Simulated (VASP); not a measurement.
Here is a VASP 6.6.1 calculation.

Contents of INCAR:

```
SYSTEM = Na
PREC = Accurate ; ENCUT = 520
EDIFF = 1E-6 ; ISMEAR = 0
SIGMA = 0.1 ; LREAL = .False.
LASPH = .True. ; NELM = 100
ALGO = Normal ; ISIF = 2
LWAVE = .False. ; LCHARG = .False.
GGA = PE ; IVDW = 12
NBANDS = 10
```

Contents of KPOINTS:

```
Automatic mesh
0
Gamma
  14 14 14
  0 0 0
```

File POSCAR:

```
Na
1.0
   -2.0389743385      2.0389743385      2.0389743385
    2.0389743385     -2.0389743385      2.0389743385
    2.0389743385      2.0389743385     -2.0389743385
Na
1
Direct
    0.0000000000      0.0000000000      0.0000000000
```

Potentials or basis: VASP PAW PBE potentials, release 64 (Na_pv).

Launch:

```bash
$ cat potpaw_PBE.64/Na_pv/POTCAR > POTCAR
$ mpirun -np 1 vasp_std > vasp.out
```

Problem. Estimate the pressure.

Solution. 0.0 GPa.

Problem. Predict the dispersion energy per atom.

Solution. -0.168 eV.

Caveat: pairwise dispersion overbinds metals, which lowers pressure and volume.
